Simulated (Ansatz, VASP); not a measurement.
One calculation of BiTe, two programs

```
Bi Te
1.0
     0.00000    3.18648    3.18648
     3.18648    0.00000    3.18648
     3.18648    3.18648    0.00000
Bi Te
1 1
Direct
  0.00000 0.00000 0.00000
  0.50000 0.50000 0.50000
```

Change from the starting cell: strain -0.015 along x and y, -0.015 along z, atoms carried along.

Alike in both runs: task single point; functional PBE; k mesh 14 × 14 × 14; occupations gaussian, width 0.15 eV; no spin polarisation.

|  | VASP | Ansatz |
| --- | --- | --- |
| version | VASP 6.6.1 | Ansatz 0.2.0 |
| potentials or method | VASP PAW PBE potentials, release 64 (Bi_d, Te), cutoff 520 eV | scalar-relativistic, plane waves, PAW |
| valence electrons in the cell | 21 | 31 |

```csv
,VASP,Ansatz,Ansatz less VASP
gap on the k mesh at the Fermi level (eV),none,none,-
pressure (GPa),3.2,3.3,+0.05
```

A gap of «none» marks a metal or a gap that the smearing closes. VASP's potentials hold 21 valence electrons a cell and Ansatz's 31, so a difference there can come from the potentials and not from the codes.

Spin-orbit coupling is off throughout.
